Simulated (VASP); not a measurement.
## ZnSe: vibrations by perturbation theory with PBE

The system is ZnSe.

```xyz
2
Lattice="0.0000 2.8853 2.8853 2.8853 0.0000 2.8853 2.8853 2.8853 0.0000" Properties=species:S:1:pos:R:3 pbc="T T T"
Zn    0.0000    0.0000    0.0000
Se    4.3279    4.3279    4.3279
```

```yaml
Program: VASP 6.6.1
Task: vibrations by perturbation theory
Functional: PBE
Potentials_or_basis: VASP PAW PBE potentials, release 64 (Zn, Se)
Cutoff: 520 eV
k_mesh: 8 × 8 × 8
Occupations: gaussian, width 0.01 eV
Spin: no spin polarisation
Dipole_correction: no
Further_INCAR_settings: ALGO = Normal; EDIFF = 1e-08; IBRION = 8; NSW = 1
```

The electronic dielectric tensor (diagonal) is 8.26, the born charges (mean of the diagonal) is Zn +2.18; Se -2.18 e and the highest phonon frequency at Γ, LO-TO splitting left out is 190 cm⁻¹.

Phonon frequencies in cm⁻¹ (negative: imaginary):
| q point | frequencies |
| --- | --- |
| (0.000, 0.000, 0.000) | 0 0 0 190 190 190 |

Electronic dielectric tensor:
```
8.26 0.00 0.00
0.00 8.26 0.00
0.00 0.00 8.26
```

Born effective charge tensors (e):
atom 1, Zn
```
2.18 0.00 0.00
0.00 2.18 0.00
0.00 0.00 2.18
```
atom 2, Se
```
-2.18  0.00  0.00
 0.00 -2.18  0.00
 0.00  0.00 -2.18
```

It took 3.7 min on 1 thread of Intel(R) Xeon(R) 6975P-C (Granite Rapids), with other jobs on the host, peak memory 0.3 GiB.
